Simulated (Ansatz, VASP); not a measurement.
## FeSi: VASP beside Ansatz

```
Fe Si
1.0
     4.40303    0.00000    0.00000
     0.00000    4.40303    0.00000
     0.00000    0.00000    4.40303
Fe Si
4 4
Direct
  0.13733 0.13733 0.13733
  0.36267 0.86267 0.63733
  0.63733 0.36267 0.86267
  0.86267 0.63733 0.36267
  0.84132 0.84132 0.84132
  0.65868 0.15868 0.34132
  0.34132 0.65868 0.15868
  0.15868 0.34132 0.65868
```

Alike in both runs: functional PBE; k mesh 8 × 8 × 8; occupations gaussian, width 0.01 eV; no spin polarisation.

Ansatz relaxed the structure, and its values are those at the end. VASP's run is a single point on that final structure, the one shown.

|  | VASP | Ansatz |
| --- | --- | --- |
| version | VASP 6.6.1 | Ansatz 0.2.0 |
| potentials or method | VASP PAW PBE potentials, release 64 (Fe, Si), cutoff 520 eV | scalar-relativistic, plane waves, PAW |
| valence electrons in the cell | 48 | 80 |

```tsv
	VASP	Ansatz	Ansatz less VASP
gap on the k mesh at the Fermi level (eV)	0.16	0.17	+0.007
least direct gap on the mesh (eV)	0.17	0.18	+0.005
pressure (GPa)	7.4	7.1	-0.22
rms of the force components (eV/Å)	0.015	0.001	-0.0143
```

VASP's potentials hold 48 valence electrons a cell and Ansatz's 80, so a difference there can come from the potentials and not from the codes. Ansatz's warnings: stress scf threshold loose.
